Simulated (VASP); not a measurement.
## Rb: single point with PBE

Rb:

```
CELL_PARAMETERS angstrom
-2.87322 2.87322 2.87322
2.87322 -2.87322 2.87322
2.87322 2.87322 -2.87322
ATOMIC_POSITIONS crystal
Rb 0.00000 0.00000 0.00000
```

This cell differs from its parent crystal: volume scaled by 1.04.

```
Program             : VASP 6.6.1
Task                : single point
Functional          : PBE
Potentials or basis : VASP PAW PBE potentials, release 64 (Rb_sv)
Cutoff              : 520 eV
k mesh              : 13 × 13 × 13
Occupations         : fermi-dirac, width 0.1 eV
Spin                : no spin polarisation
```

| Quantity | Value |
| --- | --- |
| Pressure | -0.1 GPa |

Levels at points of the mesh, in eV from the Fermi level:
```
           k point  band 1  band 2  band 3  band 4  band 5  band 6  band 7  band 8
(0.00, 0.00, 0.00)  -28.93  -12.97  -12.97  -12.97   -1.92    3.64    3.64    3.64
```

Wall time 76 s on 1 thread of Intel(R) Xeon(R) Platinum 8259CL CPU @ 2.50GHz (Skylake/Cascade Lake), on a shared host, peak memory 0.27 GiB.
